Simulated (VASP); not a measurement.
Wanted: the native input for a VASP 6.6.1 run.

| Item | Value |
| --- | --- |
| Task | single point |
| Functional | PBE |
| Potentials or basis | VASP PAW PBE potentials, release 64 (Fe, O) |
| Cutoff | 520 eV |
| k mesh | 11 × 11 × 11 |
| Occupations | fermi-dirac, width 0.0612256 eV |
| Spin | no spin polarisation |
| Dipole correction | no |
| Further INCAR settings | ALGO = Normal; EDIFF = 1e-07; NBANDS = 59 |

The structure of Fe2O5 (cubic X2O5 type) lies in POSCAR:

```
Fe2O5
1.0
    4.7775150527      0.0000000000      0.0000000000
    0.0000000000      4.7775150527      0.0000000000
    0.0000000000      0.0000000000      4.7775150527
Fe O
4 10
Direct
    0.0000000000      0.0000000000      0.0000000000
    0.5000000000      0.5000000000      0.0000000000
    0.5000000000      0.0000000000      0.5000000000
    0.0000000000      0.5000000000      0.5000000000
    0.5000000000      0.0000000000      0.0000000000
    0.0000000000      0.5000000000      0.0000000000
    0.0000000000      0.0000000000      0.5000000000
    0.5000000000      0.5000000000      0.5000000000
    0.7500000000      0.7500000000      0.2500000000
    0.7500000000      0.2500000000      0.7500000000
    0.2500000000      0.7500000000      0.7500000000
    0.7500000000      0.2500000000      0.2500000000
    0.2500000000      0.7500000000      0.2500000000
    0.2500000000      0.2500000000      0.7500000000
```

These files were run (other wordings do the same):

INCAR

```
SYSTEM = Fe2O5
ALGO     = Normal         ! electronic algorithm
EDIFF    = 1E-7           ! SCF threshold, eV
ENCUT    = 520            ! plane-wave cutoff, eV
GGA      = PE             ! functional
ISIF     = 2              ! what is computed and relaxed
ISMEAR   = -1             ! smearing method
LASPH    = .True.         ! aspherical terms in the spheres
LCHARG   = .False.        ! write CHGCAR
LREAL    = .False.        ! projectors in reciprocal space
LWAVE    = .False.        ! write WAVECAR
NBANDS   = 59             ! bands
NELM     = 80             ! most SCF steps
PREC     = Accurate       ! precision mode
SIGMA    = 0.06122561905347299 ! smearing width, eV
```

KPOINTS

```
k-points
0
Gamma
  11 11 11
  0 0 0
```

Potentials or basis: VASP PAW PBE potentials, release 64 (Fe, O).

Command:

```console
$ cat potpaw_PBE.64/Fe/POTCAR potpaw_PBE.64/O/POTCAR > POTCAR
$ mpirun -np 1 vasp_std > vasp.out
```

Results of the run:

```
Pressure               : 15.5 GPa
Band gap on the k mesh : zero (bands 46 and 47 overlap by 0.80 eV)
```

Caveat: the cell stands under pressure; the run has no spin polarisation, though such a crystal can be magnetic; semilocal functionals often make such compounds metallic where correlation or magnetic order opens a gap, which also shifts bond lengths.

Run time: 10 min on 1 thread of Intel(R) Xeon(R) Platinum 8488C (Sapphire Rapids), on a shared host, peak memory 0.37 GiB.
